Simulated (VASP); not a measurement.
Runs of VASP 6.6.1 on Te2Mo. The structure is that of space group P6_3/mmc (No. 194), or close to it. The cells are those of the table. 

```tsv
cell	gap on the mesh (eV)	pressure (GPa)	largest force (eV/Å)
a = 3.557, b = 3.557, c = 15.332 Å, angles 90.0, 90.0, 120.0°, 6 atoms	(a)	(c)	0.01
a = 3.557, b = 3.557, c = 14.412 Å, angles 90.0, 90.0, 120.0°, 6 atoms	(b)	0.4	0.01
a = 3.557, b = 3.557, c = 15.025 Å, angles 90.0, 90.0, 120.0°, 6 atoms	0.98	0.1	0.01
a = 3.557, b = 3.557, c = 14.718 Å, angles 90.0, 90.0, 120.0°, 6 atoms	0.94	0.2	0.01
```

Alike in all rows: task single point; level PBE; potentials or basis VASP PAW PBE potentials, release 64 (Te, Mo_sv); no spin polarisation; k mesh 12 × 12 × 2; cutoff (eV) 520; smearing gaussian 0.02 eV.

Fill in the values left out.

(a) 1.02; (b) 0.88; (c) 0.0.

Caveats: spin-orbit coupling is left out, which moves the levels of the heavy elements; this functional lacks dispersion, which binds the layers, so the pressure and a relaxed spacing across them are unreliable.

A k mesh can miss the band edges, and the runs leave out spin-orbit coupling on Mo, Te.
